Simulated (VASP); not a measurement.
Write the native input for VASP 6.6.1 that does the following.

```
Task                   : single point
Functional             : PBE
Dispersion             : D3(BJ)
Potentials or basis    : VASP PAW PBE potentials, release 64 (Al, N)
Cutoff                 : 600 eV
k mesh                 : 10 × 10 × 10
Occupations            : gaussian, width 0.02 eV
Spin                   : no spin polarisation
Dipole correction      : no
Further INCAR settings : ALGO = Normal; EDIFF = 1e-06; NBANDS = 11
```

The structure of AlN lies in POSCAR:

```
AlN
1.0
    0.0000000000      2.0172410378      2.0172410378
    2.0172410378      0.0000000000      2.0172410378
    2.0172410378      2.0172410378      0.0000000000
Al N
1 1
Direct
    0.5000000000      0.5000000000      0.5000000000
    0.0000000000      0.0000000000      0.0000000000
```

One way to write it, as run:

INCAR

```
PREC = Accurate
ENCUT = 600
EDIFF = 1E-6
ISMEAR = 0
SIGMA = 0.02
LREAL = F
LASPH = T
NELM = 120
ALGO = Normal
ISIF = 2
LWAVE = F
LCHARG = F
GGA = PE
IVDW = 12
NBANDS = 11
GGA_COMPAT = F
```

KPOINTS

```
Automatic mesh
0
Gamma
  10 10 10
```

Potentials or basis: VASP PAW PBE potentials, release 64 (Al, N).

Run with:

```bash
$ cat potpaw_PBE.64/Al/POTCAR potpaw_PBE.64/N/POTCAR > POTCAR
$ mpirun -np 1 vasp_std > vasp.out
```

Results of the run:

| Property | Result |
| --- | --- |
| Pressure | -0.3 GPa |
| Band gap on the k mesh | 4.67 eV (least direct gap 5.77 eV) |
| Dispersion energy per atom | -0.342 eV |

Wall time 5 s on 1 thread of Intel(R) Xeon(R) Platinum 8375C CPU @ 2.90GHz (Ice Lake), with other jobs on the host, peak memory 0.15 GiB.
